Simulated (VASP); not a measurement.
# LiCl (Fm-3m) in VASP: a series of runs, part 2 of 2

VASP 6.6.1. The steps go on from the part before.

## Step 5: Single point, r2SCAN (strain +0.050 along x and y, +0.050 along z)

POSCAR reads:

```
LiCl
1.0
    0.0000000000      2.6929980000      2.6929980000
    2.6929980000      0.0000000000      2.6929980000
    2.6929980000      2.6929980000      0.0000000000
Li Cl
1 1
Direct
    0.0000000000      0.0000000000      0.0000000000
    0.5000000000      0.5000000000      0.5000000000
```

INCAR.step1 reads:

```
SYSTEM = LiCl
  PREC = Accurate
  ENCUT = 520
  ISMEAR = 0
  SIGMA = 0.05
  LREAL = .FALSE.
  LASPH = .TRUE.
  NELM = 60
  NBANDS = 12
  GGA = PE
  ALGO = Normal
  EDIFF = 1E-4
  LWAVE = .TRUE.
  LCHARG = .FALSE.
```

INCAR.step2 reads:

```
SYSTEM = LiCl
  PREC = Accurate
  ENCUT = 520
  EDIFF = 1E-7
  ISMEAR = 0
  SIGMA = 0.05
  LREAL = .FALSE.
  LASPH = .TRUE.
  NELM = 60
  ALGO = Normal
  ISIF = 2
  LWAVE = .FALSE.
  LCHARG = .FALSE.
  METAGGA = R2SCAN
  LMIXTAU = .TRUE.
  NBANDS = 12
  ISTART = 1
```

KPOINTS reads:

```
regular mesh
0
G
  8 8 8
  0 0 0
```

Potentials or basis: VASP PAW PBE potentials, release 64 (Li_sv, Cl).

Launch:

```bash
$ cat potpaw_PBE.64/Li_sv/POTCAR potpaw_PBE.64/Cl/POTCAR > POTCAR
$ cp INCAR.step1 INCAR
$ mpirun -np 1 vasp_std > vasp.out
$ cp INCAR.step2 INCAR
$ mpirun -np 1 vasp_std > vasp.out
```

OUTCAR:

```text
SYSTEM = LiCl
   PREC = Accurate
   ENCUT = 520
   EDIFF = 1E-7
   ISMEAR = 0
   LREAL = .FALSE.
   LASPH = .TRUE.
   NELM = 60
   ISIF = 2
   METAGGA = R2SCAN
   ISTART = 1

 ion  position               nearest neighbor table
   1  0.000  0.000  0.000-
   2  0.500  0.500  0.500-

  LATTYP: Found a face centered cubic cell.
 ALAT       =     5.3859960000

  Lattice vectors:

 A1 = (   0.0000000000,   2.6929980000,   2.6929980000)
 A2 = (   2.6929980000,   0.0000000000,   2.6929980000)
 A3 = (   2.6929980000,   2.6929980000,   0.0000000000)

Analysis of symmetry for initial positions (statically):
=====================================================================
 Subroutine PRICEL returns:
 Original cell was already a primitive cell.

 Routine SETGRP: Setting up the symmetry group for a
 face centered cubic supercell.

 Subroutine GETGRP returns: Found 48 space group operations
 (whereof 48 operations were pure point group operations)
 out of a pool of 48 trial point group operations.

The static configuration has the point symmetry O_h .

Analysis of symmetry for dynamics (positions and initial velocities):
[... 165 lines left out ...]

 k-point     1 :       0.0000    0.0000    0.0000
  band No.  band energies     occupation
      1     -45.9234      2.00000
      2     -14.3277      2.00000
      3      -0.8089      2.00000
      4      -0.8089      2.00000
      5      -0.8089      2.00000
      6       5.7063      0.00000
      7      11.6988      0.00000
      8      11.6989      0.00000
      9      11.6989      0.00000
     10      14.1435      0.00000
     11      14.1445      0.00000
     12      14.1445      0.00000
[... 331 lines left out ...]
 k-point    24 :      -0.3750    0.2500    0.1250
  band No.  band energies     occupation
      1     -45.9220      2.00000
      2     -13.8413      2.00000
      3      -2.8547      2.00000
      4      -1.8309      2.00000
      5      -1.2685      2.00000
      6       7.8626      0.00000
      7       9.1319      0.00000
      8      10.2775      0.00000
      9      11.0017      0.00000
     10      14.9628      0.00000
     11      15.5401      0.00000
     12      17.4549      0.00000

 [... further k-points ...]
[... 5 lines left out ...]
  --------------------------------------------------------------------------------------
  -------------------------------------------------------------------------------------
  Total       -1.0556088     -1.0556088     -1.0556088     -0.0000000     -0.0000000     -0.0000000
  in kB      -43.2987621    -43.2987621    -43.2987621     -0.0000000     -0.0000000     -0.0000000
  external PRESSURE =     -43.2987621 kB  Pullay stress =       0.0000000 kB

 VOLUME and BASIS-vectors are now :
 -----------------------------------------------------------------------------
  energy-cutoff  :      520.00
  volume of cell :       39.06
      direct lattice vectors                 reciprocal lattice vectors
     0.000000000  2.692998000  2.692998000    -0.185666681  0.185666681  0.185666681
     2.692998000  0.000000000  2.692998000     0.185666681 -0.185666681  0.185666681
     2.692998000  2.692998000  0.000000000     0.185666681  0.185666681 -0.185666681

 POSITION                                       TOTAL-FORCE (eV/Angst)
 -----------------------------------------------------------------------------------
      0.00000      0.00000      0.00000        -0.000000      0.000000     -0.000000
      2.69300      2.69300      2.69300         0.000000     -0.000000      0.000000
 -----------------------------------------------------------------------------------
    total drift:                                0.000000      0.000000      0.000000

  FREE ENERGIE OF THE ION-ELECTRON SYSTEM (eV)
  ---------------------------------------------------
  free  energy   TOTEN  =       -12.4951152861 eV

  energy  without entropy=      -12.4951152861  energy(sigma->0) =      -12.49511529
```

OUTCAR.step1:

```text
SYSTEM = LiCl
   PREC = Accurate
   ENCUT = 520
   ISMEAR = 0
   LREAL = .FALSE.
   LASPH = .TRUE.
[... 583 lines left out ...]
      0.00000      0.00000      0.00000        -0.000000     -0.000000     -0.000000
      2.69300      2.69300      2.69300         0.000000      0.000000      0.000000
 -----------------------------------------------------------------------------------
    total drift:                                0.000000      0.000000      0.000000

  FREE ENERGIE OF THE ION-ELECTRON SYSTEM (eV)
  ---------------------------------------------------
  free  energy   TOTEN  =        -7.3306651281 eV

  energy  without entropy=       -7.3306651281  energy(sigma->0) =       -7.33066513
```

Run time: 2 min. Hardware: 1 thread of Intel Xeon 8259CL, shared host; peak memory 0.16 GiB.

Results:

```
Free energy            : -12.4951 eV
Band gap on the k mesh : 6.52 eV
```

Caveat: the cell differs from its parent crystal (strain +0.050 along x and y, +0.050 along z); the cutoff is under 1.25 times the usual one of these potentials, so pressure, stress and relaxed cells hold a basis-set (Pulay) error; the PAW data sets were made with another functional, which shifts forces and pressure a little. A k mesh can miss the band edges.

## Step 6: The runs side by side

| cell | gap on the mesh (eV) |
| --- | --- |
| a = 3.446 Å, angles 60.0°, 2 atoms | 7.71 |
| a = 3.536 Å, angles 60.0°, 2 atoms | 7.62 |
| a = 3.718 Å, angles 60.0°, 2 atoms | 6.88 |
| a = 3.808 Å, angles 60.0°, 2 atoms | 6.52 |

Alike in all rows: task single point; level r2SCAN; potentials or basis VASP PAW PBE potentials, release 64 (Li_sv, Cl); no spin polarisation; k mesh 8 × 8 × 8; cutoff (eV) 520; smearing gaussian 0.05 eV.

Caveats: the cutoff is under 1.25 times the usual one of these potentials, so pressure, stress and relaxed cells hold a basis-set (Pulay) error; the PAW data sets were made with another functional, which shifts forces and pressure a little.

Absolute energies hang on the potentials; compare differences alone.
